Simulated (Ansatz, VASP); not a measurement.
Two plane-wave programs on RuBrCl3

```
Ru Br Cl
1.0
     4.49572    0.00000    0.00000
     0.00000    4.49572    0.00000
     0.00000    0.00000    7.26126
Ru Br Cl
1 1 3
Direct
  0.50000 0.50000 0.64624
  0.00000 0.00000 0.06058
  0.00000 0.50000 0.55929
  0.50000 0.00000 0.55929
  0.50000 0.50000 0.94720
```

Change from the starting cell: species swapped into the PrBPt3 type (P4mm, No. 99).

Alike in both runs: functional PBE; k mesh 4 × 4 × 4; occupations gaussian, width 0.1 eV; collinear spin.

Ansatz relaxed the structure, and its values are those at the end. VASP's run is a single point on that final structure, the one shown.

|  | VASP | Ansatz |
| --- | --- | --- |
| version | VASP 6.6.1 | Ansatz 0.2.0 |
| potentials or method | VASP PAW PBE potentials, release 64 (Ru_pv, Br, Cl), cutoff 520 eV | scalar-relativistic, plane waves, PAW |
| valence electrons in the cell | 42 | 44 |

```tsv
	VASP	Ansatz	Ansatz less VASP
gap on the k mesh at the Fermi level (eV)	none	none	-
pressure (GPa)	-0.1	0.0	+0.09
rms of the force components (eV/Å)	0.017	0.006	-0.0112
net moment per atom (μB)	0.15	0.15	-0.002
size of the moment on the site where the two differ most (μB)	0.37	0.30	-0.061
```

Site moments also hang on the region over which each program counts them. A gap of «none» marks a metal or a gap that the smearing closes. VASP's potentials hold 42 valence electrons a cell and Ansatz's 44, so a difference there can come from the potentials and not from the codes.
